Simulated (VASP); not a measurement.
Input of a VASP 6.6.1 run:

INCAR

```
PREC     = Accurate       # precision mode
ENCUT    = 520            # plane-wave cutoff, eV
EDIFF    = 1E-6           # SCF threshold, eV
ISMEAR   = 0              # smearing method
SIGMA    = 0.15           # smearing width, eV
LREAL    = F              # projectors in reciprocal space
LASPH    = T              # aspherical terms in the spheres
NELM     = 60             # most SCF steps
ALGO     = Fast           # electronic algorithm
ISIF     = 2              # what is computed and relaxed
LWAVE    = F              # write WAVECAR
LCHARG   = F              # write CHGCAR
GGA      = PS             # functional
IVDW     = 12             # dispersion correction
NBANDS   = 21             # bands
```

The input KPOINTS:

```
Automatic mesh
0
Gamma
  18 18 10
```

The input POSCAR:

```
Ge
1.0
    1.4880529250     -2.5946896100      0.0000000000
    1.4880529250      2.5946896100      0.0000000000
    0.0000000000      0.0000000000      4.7275957900
Ge
2
Direct
    0.6209529553      0.1652118738      0.2500000000
    0.3334466300      0.6665533700      0.7500000000
```

Potentials or basis: VASP PAW PBE potentials, release 64 (Ge_d).

Run with:

```sh
$ cat potpaw_PBE.64/Ge_d/POTCAR > POTCAR
$ mpirun -np 1 vasp_std > vasp.out
```

Question: What does it give for the dispersion energy per atom?

Answer: -0.339 eV.

Question: What does it give for the pressure?

Answer: -2.0 GPa.

Question: Estimate the band gap on the k mesh.

Answer: Zero (bands 14 and 15 overlap by 9.33 eV).

Question: What does it give for the largest force?

Answer: 0.016 eV/Å.

Stress tensor (GPa, compression positive):
```
-2.14  0.56  0.00
 0.56 -4.07  0.00
 0.00  0.00  0.29
```

Caveat: the cell differs from its parent crystal (+0.000) A along [1 1 0] and z); the PAW data sets were made with another functional, which shifts forces and pressure a little.
